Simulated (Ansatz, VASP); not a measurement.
Mo in VASP and in Ansatz

INCAR

```
PREC = Accurate ; ENCUT = 520
EDIFF = 1E-7 ; ISMEAR = 0
SIGMA = 0.15 ; LREAL = F
LASPH = T ; NELM = 80
ALGO = Fast ; ISIF = 2
LWAVE = F ; LCHARG = T
GGA = PE ; LELF = T
LVHAR = T ; NBANDS = 13
```

File KPOINTS:

```
regular mesh
0
Gamma
  20 20 20
```

The input POSCAR:

```
Mo
1.0
   -1.3352976768      1.6513444642      1.7540596701
    1.3352976768     -1.6513444642      1.7540596701
    1.3352976768      1.6513444642     -1.7540596701
Mo
1
Direct
    0.0000000000      0.0000000000      0.0000000000
```

Input for Ansatz:

```yaml
crystal:
  lattice:
    - [-1.3352976768, 1.6513444642, 1.7540596701]
    - [1.3352976768, -1.6513444642, 1.7540596701]
    - [1.3352976768, 1.6513444642, -1.7540596701]
  atoms:
    - { symbol: Mo, position: [0.0, 0.0, 0.0] }
basis:
  ecutwfc: 420
kpoints:
  mp_grid: { grid: [20, 20, 20] }
hamiltonian:
  xc: pbe
  pseudopotentials: { kind: paw, azcp: { folder: soft_1 } }
scf:
  occupations: { method: gaussian, width: 0.15 }
output:
  forces: true
  stress: true
  eigenvalues: true
```

Change from the starting cell: strain +e along x and -e along y -0.1000, strain +e along z and -e/2 along x and y +0.1100.

Alike in both runs: task single point; functional PBE; k mesh 20 × 20 × 20; occupations gaussian, width 0.15 eV; no spin polarisation.

|  | VASP | Ansatz |
| --- | --- | --- |
| version | VASP 6.6.1 | Ansatz 0.2.0 |
| potentials or method | VASP PAW PBE potentials, release 64 (Mo_sv), cutoff 520 eV | scalar-relativistic, plane waves, PAW |
| valence electrons in the cell | 14 | 14 |

```csv
,VASP,Ansatz,Ansatz less VASP
gap on the k mesh at the Fermi level (eV),none,none,-
pressure (GPa),12.7,12.1,-0.57
"traceless stress, the component that is largest in VASP (GPa)",19.40,19.34,-0.062
```

A gap of «none» marks a metal or a gap that the smearing closes. The functional is the same, so the differences come from potentials, cutoffs and numerics.
